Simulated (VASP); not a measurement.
Wanted: the native input for a VASP 6.6.1 run.

* Task: electric field gradients
* Functional: PBEsol
* Potentials or basis: VASP PAW PBE potentials, release 64 (B, N)
* Cutoff: 520 eV
* k mesh: 13 × 13 × 13
* Occupations: fermi-dirac, width 0.03 eV
* Spin: no spin polarisation
* Dipole correction: no
* Further INCAR settings: ALGO = Normal; EDIFF = 1e-08; NBANDS = 11

The structure of BN lies in POSCAR:

```
BN
1.0
    0.0000000000      1.7953687620      1.7953687620
    1.7953687620      0.0000000000      1.7953687620
    1.7953687620      1.7953687620      0.0000000000
B N
1 1
Direct
    0.0000000000      0.0000000000      0.0000000000
    0.7500000000      0.7500000000      0.7500000000
```

This cell differs from its parent crystal: volume scaled by 0.98.

The input as run:

INCAR

```
SYSTEM = BN
  PREC = Accurate
  ENCUT = 520
  EDIFF = 1E-8
  ISMEAR = -1
  SIGMA = 0.03
  LREAL = .False.
  LASPH = .True.
  NELM = 100
  ALGO = Normal
  ISIF = 2
  LWAVE = .False.
  LCHARG = .False.
  GGA = PS
  LEFG = .True.
  NBANDS = 11
```

KPOINTS

```
Automatic mesh
0
Gamma
  13 13 13
  0 0 0
```

Potentials or basis: VASP PAW PBE potentials, release 64 (B, N).

The run is started by

```console
$ cat potpaw_PBE.64/B/POTCAR potpaw_PBE.64/N/POTCAR > POTCAR
$ mpirun -np 1 vasp_std > vasp.out
```

Results of the run:

```yaml
Pressure: 5.6 GPa
Band_gap_on_the_k_mesh: 4.38 eV, indirect (least direct gap 8.86 eV)
```

Caveat: without QUAD_EFG the Cq values of the log hold for a quadrupole moment of 1 mb, not for the nuclei; the PAW data sets were made with another functional, which shifts forces and pressure a little.

Run time: 9.3 s on 1 thread of Intel(R) Xeon(R) 6975P-C (Granite Rapids) (shared host), peak memory 0.12 GiB.
